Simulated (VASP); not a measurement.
A run of VASP 6.6.1 is set up as follows.

The input INCAR:

```
PREC = Accurate
ENCUT = 520
EDIFF = 1E-8
ISMEAR = -1
SIGMA = 0.05
LREAL = F
LASPH = T
NELM = 100
ALGO = Normal
ISIF = 2
LWAVE = F
LCHARG = F
GGA = PE
LEFG = T
NBANDS = 28
```

The input KPOINTS:

```
regular mesh
0
Gamma
  14 14 8
```

POSCAR

```
InF
1.0
    3.6442862491      0.0000000000      0.0000000000
   -1.8221431245      3.1560444704      0.0000000000
    0.0000000000      0.0000000000      8.9050906643
In F
2 2
Direct
    0.3333333333      0.6666666667      0.0088071711
    0.6666666667      0.3333333333      0.5088071711
    0.3333333333      0.6666666667      0.3671928289
    0.6666666667      0.3333333333      0.8671928289
```

Potentials or basis: VASP PAW PBE potentials, release 64 (In_d, F).

Run with:

```bash
$ cat potpaw_PBE.64/In_d/POTCAR potpaw_PBE.64/F/POTCAR > POTCAR
$ mpirun -np 1 vasp_std > vasp.out
```

Task: Estimate the pressure.

Result: -0.1 GPa.

Task: Predict the largest force.

Result: 0.017 eV/Å.

Forces in eV/Å, atoms in the order of the input:
```
In   0.000  0.000  0.017
In   0.000  0.000  0.017
F    0.000  0.000 -0.017
F    0.000  0.000 -0.017
```

Caveat: without QUAD_EFG the Cq values of the log hold for a quadrupole moment of 1 mb, not for the nuclei.
